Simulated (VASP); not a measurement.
Wanted: the native input for a VASP 6.6.1 run.

| Property | Result |
| --- | --- |
| Task | relaxation of cell and atoms |
| Functional | r2SCAN |
| Potentials or basis | VASP PAW PBE potentials, release 64 (Cr_pv) |
| Cutoff | 600 eV |
| k mesh | 6 × 6 × 6 |
| Occupations | fermi-dirac, width 0.1 eV |
| Spin | no spin polarisation |
| Dipole correction | no |
| Further INCAR settings | ALGO = Normal; EDIFF = 1e-07; IBRION = 2; EDIFFG = -0.01; NSW = 80; ISIF = 3 |

The system is Cr.

```
CELL_PARAMETERS angstrom
4.57791 0.00000 0.00000
0.00000 4.57791 0.00000
0.00000 0.00000 4.57791
ATOMIC_POSITIONS crystal
Cr 0.00000 0.00000 0.00000
Cr 0.50000 0.50000 0.50000
Cr 0.25000 0.00000 0.50000
Cr 0.75000 0.00000 0.50000
Cr 0.50000 0.25000 0.00000
Cr 0.50000 0.75000 0.00000
Cr 0.00000 0.50000 0.25000
Cr 0.00000 0.50000 0.75000
```

One way to write it, as run:

POSCAR

```
Cr
1.0
    4.5779058938      0.0000000000      0.0000000000
    0.0000000000      4.5779058938      0.0000000000
    0.0000000000      0.0000000000      4.5779058938
Cr
8
Direct
    0.0000000000      0.0000000000      0.0000000000
    0.5000000000      0.5000000000      0.5000000000
    0.2500000000      0.0000000000      0.5000000000
    0.7500000000      0.0000000000      0.5000000000
    0.5000000000      0.2500000000      0.0000000000
    0.5000000000      0.7500000000      0.0000000000
    0.0000000000      0.5000000000      0.2500000000
    0.0000000000      0.5000000000      0.7500000000
```

INCAR.step1

```
PREC = Accurate ; ENCUT = 600
ISMEAR = -1 ; SIGMA = 0.1
LREAL = False ; LASPH = True
NELM = 100 ; GGA = PE
ALGO = Normal ; EDIFF = 1E-4
LWAVE = True ; LCHARG = False
```

INCAR.step2

```
PREC = Accurate ; ENCUT = 600
EDIFF = 1E-7 ; ISMEAR = -1
SIGMA = 0.1 ; LREAL = False
LASPH = True ; NELM = 100
ALGO = Normal ; ISIF = 3
LWAVE = False ; LCHARG = False
METAGGA = R2SCAN ; LMIXTAU = True
IBRION = 2 ; NSW = 80
EDIFFG = -0.01 ; ISTART = 1
```

KPOINTS

```
Automatic mesh
0
Gamma
  6 6 6
```

Potentials or basis: VASP PAW PBE potentials, release 64 (Cr_pv).

Command:

```bash
$ cat potpaw_PBE.64/Cr_pv/POTCAR > POTCAR
$ cp INCAR.step1 INCAR
$ mpirun -np 1 vasp_std > vasp.out
$ cp INCAR.step2 INCAR
$ mpirun -np 1 vasp_std > vasp.out
```

Results of the run:

* Relaxed volume: 11.49 Å³/atom
* Relaxed cell: a = 4.513 Å, b = 4.513 Å, c = 4.513 Å, α = 90.00°, β = 90.00°, γ = 90.00°
* Space group after relaxing (to 0.1 Å): Pm-3n (No. 223)
* Energy gained by relaxing: 17.4 meV/atom
* Ionic steps: 4
* Pressure after relaxing: 0.0 GPa
* Band gap on the k mesh: zero (bands 48 and 49 overlap by 0.35 eV)

Caveat: the PAW data sets were made with another functional, which shifts forces and pressure a little; the run has no spin polarisation, though such a crystal can be magnetic.

Wall time 74 min on 1 thread of Oxide Virtual Turin-like Processor (shared host), peak memory 0.28 GiB.
